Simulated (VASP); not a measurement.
Wanted: the native input for a VASP 6.6.1 run.

```
Task                   : single point
Functional             : PBEsol
Potentials or basis    : VASP PAW PBE potentials, release 64 (Ba_sv, Ti_sv, O)
Cutoff                 : 520 eV
k mesh                 : 7 × 7 × 7
Occupations            : fermi-dirac, width 0.03 eV
Spin                   : no spin polarisation
Dipole correction      : no
Further INCAR settings : ALGO = Normal; EDIFF = 1e-07; NBANDS = 28
```

The structure of BaTiO3 lies in POSCAR:

```
BaTiO3
1.0
    4.0797960000      0.0000000000      0.0000000000
    0.0000000000      4.0797960000      0.0000000000
    0.0000000000      0.0000000000      4.0180000000
Ba Ti O
1 1 3
Direct
    0.0000000000      0.0000000000      0.0000000000
    0.5000000000      0.5000000000      0.5000000000
    0.5000000000      0.5000000000      0.0000000000
    0.5000000000      0.0000000000      0.5000000000
    0.0000000000      0.5000000000      0.5000000000
```

This cell differs from its parent crystal: equal xx and yy strain of +2 %.

One way to write it, as run:

INCAR

```
ALGO = Normal ; EDIFF = 1E-7
ENCUT = 520 ; GGA = PS
ISIF = 2 ; ISMEAR = -1
LASPH = True ; LCHARG = False
LREAL = False ; LWAVE = False
NBANDS = 28 ; NELM = 60
PREC = Accurate ; SIGMA = 0.03
```

KPOINTS

```
k-points
0
Gamma
  7 7 7
```

Potentials or basis: VASP PAW PBE potentials, release 64 (Ba_sv, Ti_sv, O).

Launch:

```bash
$ cat potpaw_PBE.64/Ba_sv/POTCAR potpaw_PBE.64/Ti_sv/POTCAR potpaw_PBE.64/O/POTCAR > POTCAR
$ mpirun -np 1 vasp_std > vasp.out
```

It gave:

```json
{
 "Pressure": "-8.7 GPa",
 "Band gap on the k mesh": "1.66 eV (least direct gap 1.77 eV)"
}
```

Caveat: the cell differs from its parent crystal (equal xx and yy strain of +2 %); the cell stands under tension; the PAW data sets were made with another functional, which shifts forces and pressure a little; spin-orbit coupling is left out, which moves the levels of the heavy elements; an odd mesh through Γ misses points on the zone boundary, where band edges can lie.

It took 2 min on 1 thread of AMD EPYC 7R13, with other jobs on the host, peak memory 0.19 GiB.
